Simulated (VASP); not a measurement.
Wanted: the native input for a VASP 6.6.1 run.

```
Task                   : single point
Functional             : PBE
Potentials or basis    : VASP PAW PBE potentials, release 64 (O, H, C, N)
Cutoff                 : 520 eV
k mesh                 : 1 × 1 × 1
Occupations            : fermi-dirac, width 0.02 eV
Spin                   : no spin polarisation
Dipole correction      : no
Further INCAR settings : LREAL = Auto; ALGO = Normal; EDIFF = 1e-07; NBANDS = 39
```

The structure of H11C2NO4 lies in POSCAR:

```
H11C2NO4
1.0
    5.9154820000      0.0000000000      0.0000000000
    0.0000000000      5.9154820000      0.0000000000
    0.0000000000      0.0000000000      5.9154820000
O H C N
4 11 2 1
Direct
    0.9281745765      0.0885304021      0.6407254726
    0.6798093545      0.6666912350      0.6083527936
    0.3878466708      1.0137804493      0.8190034219
    0.6627186086      1.1312011430      0.2545354715
    1.0931146439      0.0947006516      0.6602505087
    0.9118107366      0.2488385562      0.6496512034
    0.7752031026      0.8034002977      0.5759294002
    0.5676291467      0.6738081529      0.4796396980
    0.4849647079      1.1163418298      0.9132307393
    0.4947018688      0.8840361614      0.7877126496
    0.7450111419      1.2030127046      0.3774164134
    0.5479012530      1.2469820718      0.2488385562
    0.9587215378      0.8713575665      1.0754491350
    1.0132902103      0.6561764536      0.8707997083
    0.7956748072      0.6295344995      1.0812136695
    0.9685939371      0.6874165115      1.0450881264
    1.1257747044      0.5787694054      1.1897593467
    1.2817552314      0.5252150205      1.3027678894
```

These files were run (other wordings do the same):

INCAR

```
PREC = Accurate ; ENCUT = 520
EDIFF = 1E-7 ; ISMEAR = -1
SIGMA = 0.02 ; LREAL = Auto
LASPH = T ; NELM = 80
ALGO = Normal ; ISIF = 2
LWAVE = F ; LCHARG = F
GGA = PE ; NBANDS = 39
```

KPOINTS

```
regular mesh
0
Gamma
  1 1 1
```

Potentials or basis: VASP PAW PBE potentials, release 64 (O, H, C, N).

Command:

```bash
$ cat potpaw_PBE.64/O/POTCAR potpaw_PBE.64/H/POTCAR potpaw_PBE.64/C/POTCAR potpaw_PBE.64/N/POTCAR > POTCAR
$ mpirun -np 1 vasp_gam > vasp.out
```

It gave:

* Pressure: -0.8 GPa
* Largest force: 2.607 eV/Å
* Band gap on the k mesh: 4.76 eV

Caveat: the k points lie up to 1.06 Å⁻¹ apart.

It took 21 s on 1 thread of Intel(R) Xeon(R) Platinum 8488C (Sapphire Rapids) (shared host), peak memory 0.31 GiB.
